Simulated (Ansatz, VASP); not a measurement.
# ZnS in VASP and in Ansatz

```
Zn S
1.0
     3.68841    0.00000    0.00000
    -1.84420    3.19426    0.00000
     0.00000    0.00000    6.85233
Zn S
2 2
Direct
  0.33333 0.66667 0.00520
  0.66667 0.33333 0.50520
  0.33333 0.66667 0.36659
  0.66667 0.33333 0.86659
```

Alike in both runs: task single point; functional PBE; k mesh 9 × 9 × 4; occupations gaussian, width 0.05 eV; no spin polarisation.

|  | VASP | Ansatz |
| --- | --- | --- |
| version | VASP 6.6.1 | Ansatz 0.2.0 |
| potentials or method | VASP PAW PBE potentials, release 64 (Zn, S), cutoff 520 eV | scalar-relativistic, plane waves, PAW |
| valence electrons in the cell | 36 | 36 |

|  | VASP | Ansatz | Ansatz less VASP |
| --- | --- | --- | --- |
| gap on the k mesh at the Fermi level (eV) | 1.44 | 1.44 | +0.002 |
| least direct gap on the mesh (eV) | 1.44 | 1.44 | +0.002 |
| pressure (GPa) | 0.4 | 0.2 | -0.16 |
| traceless stress, the component that is largest in VASP (GPa) | -8.59 | -8.56 | +0.028 |
| rms of the force components (eV/Å) | 0.054 | 0.049 | -0.0050 |

Atom by atom the forces differ by 0.005 eV/Å (rms over components). The functional is the same, so the differences come from potentials, cutoffs and numerics.
